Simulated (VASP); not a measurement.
Crystal: Sb.

```
Sb
1.0
     0.00000    2.35533    2.35533
     2.35533    0.00000    2.35533
     2.35533    2.35533    0.00000
Sb
1
Cartesian
  0.0000 0.0000 0.0000
```

Base run:

- Program: VASP 6.6.1
- Functional: r2SCAN
- Potentials or basis: VASP PAW PBE potentials, release 64 (Sb)
- Cutoff: 520 eV
- k mesh: 10 × 10 × 10
- Occupations: fermi-dirac, width 0.05 eV
- Spin: no spin polarisation

Its results: pressure 2.4 GPa.

Task: The run is repeated on the same cell with these changes: functional from r2SCAN to PBE0; k mesh from 10 × 10 × 10 to 6 × 6 × 6. What comes out?

Result: Pressure -0.5 GPa.

Several settings changed at once, so the effect can't be laid on one alone.

Caveats: some runs use coarse meshes; the PAW data sets were made with another functional, which shifts forces and pressure a little.
